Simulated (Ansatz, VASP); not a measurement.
# Cu2O in VASP and in Ansatz

The input INCAR:

```
ALGO     = Normal         # electronic algorithm
EDIFF    = 1E-6           # SCF threshold, eV
ENCUT    = 600            # plane-wave cutoff, eV
GGA      = PE             # functional
GGA_COMPAT= False        
ISIF     = 2              # what is computed and relaxed
ISMEAR   = 0              # smearing method
LASPH    = True           # aspherical terms in the spheres
LCHARG   = False          # write CHGCAR
LREAL    = False          # projectors in reciprocal space
LWAVE    = False          # write WAVECAR
NBANDS   = 37             # bands
NELM     = 120            # most SCF steps
PREC     = Accurate       # precision mode
SIGMA    = 0.02           # smearing width, eV
```

File KPOINTS:

```
k-points
0
Gamma
  8 8 8
```

File POSCAR:

```
Cu2O
1.0
    4.2982410474      0.0000000000      0.0000000000
    0.0000000000      4.2982410474      0.0000000000
    0.0000000000      0.0000000000      4.1692938160
Cu O
4 2
Direct
    0.2500000000      0.2500000000      0.2500000000
    0.2500000000      0.7500000000      0.7500000000
    0.7500000000      0.7500000000      0.2500000000
    0.7500000000      0.2500000000      0.7500000000
    0.0000000000      0.0000000000      0.0000000000
    0.5000000000      0.5000000000      0.5000000000
```

Input for Ansatz:

```yaml
crystal:
  lattice:
    - [4.2982410474, 0.0, 0.0]
    - [0.0, 4.2982410474, 0.0]
    - [0.0, 0.0, 4.169293816]
  atoms:
    - { symbol: Cu, position: [0.25, 0.25, 0.25] }
    - { symbol: Cu, position: [0.25, 0.75, 0.75] }
    - { symbol: Cu, position: [0.75, 0.75, 0.25] }
    - { symbol: Cu, position: [0.75, 0.25, 0.75] }
    - { symbol: O, position: [0.0, 0.0, 0.0] }
    - { symbol: O, position: [0.5, 0.5, 0.5] }
basis:
  ecutwfc: 420
kpoints:
  mp_grid: { grid: [8, 8, 8] }
hamiltonian:
  xc: pbe
scf:
  occupations: { method: gaussian, width: 0.02 }
output:
  forces: true
  stress: true
  eigenvalues: true
  write_density: true
  write_potential: true
  elf: true
  volumetric_format: npy
```

Change from the starting cell: strain along c alone, the other axes held, atoms relaxed: -3.0 %.

Alike in both runs: task single point; functional PBE; k mesh 8 × 8 × 8; occupations gaussian, width 0.02 eV; no spin polarisation.

```csv
,VASP,Ansatz
version,VASP 6.6.1,Ansatz 0.2.0
potentials or method,"VASP PAW PBE potentials, release 64 (Cu, O), cutoff 600 eV","scalar-relativistic, plane waves, PAW"
valence electrons in the cell,56,88
```

```tsv
	VASP	Ansatz	Ansatz less VASP
gap on the k mesh at the Fermi level (eV)	0.50	0.49	-0.005
least direct gap on the mesh (eV)	0.50	0.49	-0.005
pressure (GPa)	4.5	3.6	-0.88
traceless stress, the component that is largest in VASP (GPa)	0.28	0.31	+0.035
```

VASP's potentials hold 56 valence electrons a cell and Ansatz's 88, so a difference there can come from the potentials and not from the codes.
